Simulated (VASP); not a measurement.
## Au: single point with PBEsol

Crystal: Au.

```
Au
1.0
     0.00000    2.04520    2.04520
     2.04520    0.00000    2.04520
     2.04520    2.04520    0.00000
Au
1
Cartesian
  0.0000 0.0000 0.0000
```

```yaml
Program: VASP 6.6.1
Task: single point
Functional: PBEsol
Potentials_or_basis: VASP PAW PBE potentials, release 64 (Au)
Cutoff: 500 eV
k_mesh: 8 × 8 × 8
Occupations: gaussian, width 0.1 eV
Spin: no spin polarisation
```

The pressure is -0.3 GPa.

Levels at points of the mesh, in eV from the Fermi level:
```tsv
k point	band 2	band 3	band 4	band 5	band 6	band 7	band 8	band 9	band 10	band 11
(0.00, 0.00, 0.00)	-4.59	-4.59	-4.59	-3.07	-3.07	14.57	18.54	18.54	18.54	23.39
(0.50, 0.00, 0.00)	-4.62	-4.62	-1.87	-1.87	-0.95	3.10	14.00	17.12	17.12	24.89
(0.50, 0.50, 0.00)	-6.65	-1.91	-1.55	-1.55	1.03	5.78	10.00	10.00	17.18	19.80
```

Run time: 7.9 s on 1 thread of Intel Xeon 8259CL, on a shared host, peak memory 0.14 GiB.

Caveat: the PAW data sets were made with another functional, which shifts forces and pressure a little; spin-orbit coupling is left out, which moves the levels of the heavy elements.
